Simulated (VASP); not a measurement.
Runs of VASP 6.6.1 on NaLa. The structure is that of space group P-6m2 (No. 187), or close to it. The cells are those of the table. 

```csv
cell,gap on the mesh (eV),pressure (GPa)
"a = 3.787, b = 3.787, c = 5.881 Å, angles 90.0, 90.0, 120.0°, 2 atoms",none,-0.2
"a = 3.666, b = 3.666, c = 6.273 Å, angles 90.0, 90.0, 120.0°, 2 atoms",none,-0.2
"a = 3.486, b = 3.486, c = 6.939 Å, angles 90.0, 90.0, 120.0°, 2 atoms",none,0.2
"a = 3.546, b = 3.546, c = 6.705 Å, angles 90.0, 90.0, 120.0°, 2 atoms",none,(a)
"a = 3.726, b = 3.726, c = 6.072 Å, angles 90.0, 90.0, 120.0°, 2 atoms",none,-0.2
"a = 3.426, b = 3.426, c = 7.184 Å, angles 90.0, 90.0, 120.0°, 2 atoms",none,0.4
```

Alike in all rows: task single point; level b88 exchange, pbe correlation; potentials or basis VASP PAW PBE potentials, release 64 (Na_pv, La); no spin polarisation; k mesh 7 × 7 × 4; cutoff (eV) 500; smearing gaussian 0.1 eV.

Estimate the missing entries.

(a) 0.0.

Caveats: the PAW data sets were made with another functional, which shifts forces and pressure a little; spin-orbit coupling is left out, which moves the levels of the heavy elements.

A k mesh can miss the band edges, and the runs leave out spin-orbit coupling on La.

A gap of «none» marks levels without a gap at the run's occupations.
